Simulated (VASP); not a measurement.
Sn, 1 atom in the cell. It takes space group Im-3m (No. 229, cubic). The conventional cell has a = 3.808 Å, b = 3.808 Å, c = 3.808 Å, α = 90.00°, β = 90.00°, γ = 90.00°. Sn (site symmetry m-3m) has 14 Sn at 3.30 to 3.81 Å within 4.3 Å. This isn't the form of Sn at room conditions, which is tetragonal (white tin).

| Item | Value |
| --- | --- |
| Program | VASP 6.6.1 |
| Task | relaxation of cell and atoms |
| Functional | PBE |
| Potentials or basis | VASP PAW PBE potentials, release 64 (Sn_d) |
| Cutoff | 600 eV |
| k mesh | 15 × 15 × 15 |
| Occupations | fermi-dirac, width 0.05 eV |
| Spin | non-collinear spin, zero start, spin-orbit coupling |
| Starting moments | [[0.0, 0.0, 0.0]] μB |
| Dipole correction | no |
| Further INCAR settings | ALGO = Normal; EDIFF = 1e-06; IBRION = 2; EDIFFG = -0.005; NSW = 45; ISIF = 3 |

Potentials or basis: VASP PAW PBE potentials, release 64 (Sn_d).

Launch:

```sh
$ cat potpaw_PBE.64/Sn_d/POTCAR > POTCAR
$ mpirun -np 1 vasp_ncl > vasp.out
```

Hardware: 1 thread of Intel(R) Xeon(R) 6975P-C (Granite Rapids), with other jobs on the host.

**Question.** How long does it take, and how much memory?

**Answer.** Wall time 64 s on 1 thread of Intel(R) Xeon(R) 6975P-C (Granite Rapids) (shared host), peak memory 0.31 GiB. Counts: scf iterations 11, k points 120, ion steps 1.
